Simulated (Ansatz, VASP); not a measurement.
# SnO in VASP and in Ansatz

```
CELL_PARAMETERS angstrom
3.91871 0.00000 0.00000
0.00000 3.91871 0.00000
0.00000 0.00000 5.06794
ATOMIC_POSITIONS crystal
Sn 0.97846 0.50000 0.22869
Sn 0.52154 0.00000 0.77131
O 0.00229 0.00000 0.00000
O 0.49771 0.50000 0.00000
```

Change from the starting cell: mode 4 frozen in at -0.083 Å, equal normal strain along x and y +0.0133.

Alike in both runs: task single point; functional PBE; k mesh 10 × 10 × 8; occupations gaussian, width 0.05 eV; no spin polarisation.

|  | VASP | Ansatz |
| --- | --- | --- |
| version | VASP 6.6.1 | Ansatz 0.2.0 |
| potentials or method | VASP PAW PBE potentials, release 64 (Sn_d, O), cutoff 520 eV | scalar-relativistic, plane waves, PAW |
| valence electrons in the cell | 40 | 40 |

```tsv
	VASP	Ansatz	Ansatz less VASP
gap on the k mesh at the Fermi level (eV)	0.63	0.63	-0.006
least direct gap on the mesh (eV)	1.87	1.90	+0.029
pressure (GPa)	-1.7	-1.9	-0.21
traceless stress, the component that is largest in VASP (GPa)	1.55	1.48	-0.069
rms of the force components (eV/Å)	0.161	0.170	+0.0092
```

Atom by atom the forces differ by 0.033 eV/Å (rms over components).
